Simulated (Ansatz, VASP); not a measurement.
**Two plane-wave programs on Hf4Cl3**

```
CELL_PARAMETERS angstrom
5.73173 0.00000 0.00000
0.00000 5.73173 0.00000
0.00000 0.00000 5.73173
ATOMIC_POSITIONS crystal
Hf 0.50000 0.00000 0.00000
Hf 0.00000 0.50000 0.00000
Hf 0.00000 0.00000 0.50000
Hf 0.50000 0.50000 0.50000
Cl 0.00000 0.50000 0.50000
Cl 0.50000 0.00000 0.50000
Cl 0.50000 0.50000 0.00000
```

Alike in both runs: task relaxation of cell and atoms; functional PBE; k mesh 3 × 3 × 3; occupations gaussian, width 0.2 eV; no spin polarisation.

```csv
,VASP,Ansatz
version,VASP 6.6.1,Ansatz 0.2.0
potentials or method,"VASP PAW PBE potentials, release 64 (Hf_pv, Cl), cutoff 500 eV","scalar-relativistic, plane waves, PAW"
valence electrons in the cell,61,125
```

|  | VASP | Ansatz | Ansatz less VASP |
| --- | --- | --- | --- |
| gap on the k mesh at the Fermi level, each at its own relaxed structure (eV) | none | none | - |
| relaxed volume (Å³/atom) | 18.92 | 19.04 | +0.124 |
| relaxed cell length with the largest relative difference (Å) | 5.097 | 5.108 | +0.0111 |

A gap of «none» marks a metal or a gap that the smearing closes. VASP's potentials hold 61 valence electrons a cell and Ansatz's 125, so a difference there can come from the potentials and not from the codes.

The k mesh is coarse, so the values compare programs but aren't converged. Spin-orbit coupling is off throughout. Noted on VASP's run: the volume moved by over 15 % at a fixed basis, so the end points are rough.
